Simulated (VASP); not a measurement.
**CdS: single point with r2SCAN**

CdS:

```xyz
2
Lattice="0.0000 2.8274 2.6532 2.8274 0.0000 2.6532 2.8274 2.8274 0.0000" Properties=species:S:1:pos:R:3 pbc="T T T"
Cd    0.0000    0.0000    0.0000
S     2.8274    2.8274    2.6532
```

This cell differs from its parent crystal: epitaxial xy strain +3.7%.

* Program: VASP 6.6.1
* Task: single point
* Functional: r2SCAN
* Potentials or basis: VASP PAW PBE potentials, release 64 (Cd, S)
* Cutoff: 520 eV
* k mesh: 8 × 8 × 8
* Occupations: fermi-dirac, width 0.02 eV
* Spin: no spin polarisation
* Dipole correction: no
* Further INCAR settings: ALGO = Normal; EDIFF = 1e-06; NBANDS = 16

```json
{
  "Pressure": "-2.4 GPa",
  "Band gap on the k mesh": "0.44 eV, indirect (least direct gap 1.96 eV)"
}
```

Stress tensor (GPa, compression positive):
```
-3.82  0.00  0.00
 0.00 -3.82  0.00
 0.00  0.00  0.50
```

Levels at points of the mesh, in eV from the valence-band top:
| k point | band 6 | band 7 | band 8 | band 9 | band 10 | band 11 | band 12 | band 13 |
| --- | --- | --- | --- | --- | --- | --- | --- | --- |
| (0.00, 0.00, 0.00) | -7.89 | -1.08 | -0.69 | -0.69 | 1.26 | 9.50 | 9.50 | 9.82 |
| (0.50, 0.00, 0.00) | -7.73 | -4.83 | -0.28 | 0.00 | 3.91 | 6.04 | 6.73 | 7.14 |
| (0.50, 0.50, 0.00) | -6.92 | -4.22 | -2.29 | -2.29 | 0.44 | 6.11 | 10.72 | 11.52 |
| (0.50, 0.00, 0.50) | -7.07 | -4.18 | -2.39 | -1.81 | 0.71 | 6.49 | 10.10 | 11.16 |

Wall time 2.2 min on 1 thread of Intel(R) Xeon(R) 6975P-C (Granite Rapids) (shared host), peak memory 0.19 GiB.

Caveat: the cell differs from its parent crystal (epitaxial xy strain +3.7%); the PAW data sets were made with another functional, which shifts forces and pressure a little. A k mesh can miss the band edges.
